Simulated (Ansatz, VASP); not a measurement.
**One calculation of Tl, two programs**

```
Tl
1.0
     3.38688    0.00000    0.00000
    -1.69344    2.93312    0.00000
     0.00000    0.00000    5.52500
Tl
2
Direct
  0.66667 0.33333 0.75000
  0.33333 0.66667 0.25000
```

Alike in both runs: functional PBEsol; k mesh 8 × 8 × 4; occupations fermi-dirac, width 0.05 eV; no spin polarisation.

|  | VASP | Ansatz |
| --- | --- | --- |
| version | VASP 6.6.1 | Ansatz 0.2.0 |
| potentials or method | VASP PAW PBE potentials, release 64 (Tl_d) | Ansatz PAW |
| plane-wave cutoff (eV) | 520 | 420 |
| valence electrons in the cell | 26 | 26 |
| task | single point | band structure |

Ansatz gave:

* gap on the k mesh at the Fermi level (eV): none
* pressure (GPa): 2.2
* traceless stress, the component that is largest in VASP (GPa): 0.18

Question: Estimate VASP's values.

Answer: gap on the k mesh at the Fermi level (eV): none; pressure (GPa): 2.1; traceless stress, the component that is largest in VASP (GPa): 0.16.

VASP's potentials were made for PBE, not for PBEsol. A gap of «none» marks a metal or a gap that the smearing closes.

Neither program's run includes spin-orbit coupling.
